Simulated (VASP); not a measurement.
MgZnO4: single point with PBE

The system is MgZnO4.

```
Mg Zn O
1.0
     2.89283    0.00000    0.00000
     0.00000    2.89283    0.00000
     0.00000    0.00000    8.76365
Mg Zn O
1 1 4
Cartesian
  0.0000 0.0000 0.0000
  1.4464 1.4464 4.3818
  0.0000 0.0000 5.1849
  1.4464 1.4464 0.7797
  1.4464 1.4464 7.9839
  0.0000 0.0000 3.5788
```

```
Program             : VASP 6.6.1
Task                : single point
Functional          : PBE
Potentials or basis : VASP PAW PBE potentials, release 64 (Mg, Zn, O)
Cutoff              : 520 eV
k mesh              : 6 × 6 × 4
Occupations         : gaussian, width 0.1 eV
Spin                : no spin polarisation
```

```
Pressure               : 0.4 GPa
Largest force          : 0.145 eV/Å
Band gap on the k mesh : 0.87 eV, indirect (least direct gap 1.13 eV)
```

Forces on the atoms (eV/Å):
```
Mg   0.000  0.000  0.000
Zn   0.000  0.000  0.000
O    0.000  0.000  0.140
O    0.000  0.000  0.145
O    0.000  0.000 -0.145
O    0.000  0.000 -0.140
```

Stress tensor (GPa, compression positive):
```
0.11 0.00 0.00
0.00 0.11 0.00
0.00 0.00 1.01
```

Levels at points of the mesh, in eV from the valence-band top:
```
           k point  band 15  band 16  band 17  band 18  band 19  band 20  band 21  band 22  band 23  band 24
(0.00, 0.00, 0.00)    -3.53    -0.32    -0.32    -0.21    -0.21     0.98     1.39     3.36     4.20     6.71
(0.50, 0.00, 0.00)    -3.02    -2.36    -1.79    -0.48     0.00     2.45     3.34     6.96     7.22     8.60
(0.50, 0.50, 0.00)    -4.39    -1.88    -1.88    -1.05    -1.05     2.64     3.02     3.57     6.92     8.44
(0.00, 0.00, 0.50)    -3.53    -0.27    -0.27    -0.26    -0.26     0.87     1.88     2.98     4.37     6.62
(0.50, 0.00, 0.50)    -2.95    -2.30    -1.79    -0.48     0.00     2.39     3.31     6.99     7.26     8.52
(0.50, 0.50, 0.50)    -4.39    -1.86    -1.86    -1.07    -1.07     2.62     2.82     3.85     7.01     8.29
```

Run time: 74 s on 1 thread of AMD EPYC 7R43 64-Core Processor (Zen 3), on a shared host, peak memory 0.19 GiB.

A k mesh can miss the band edges. As with any semilocal functional, this PBE gap is likely too small.
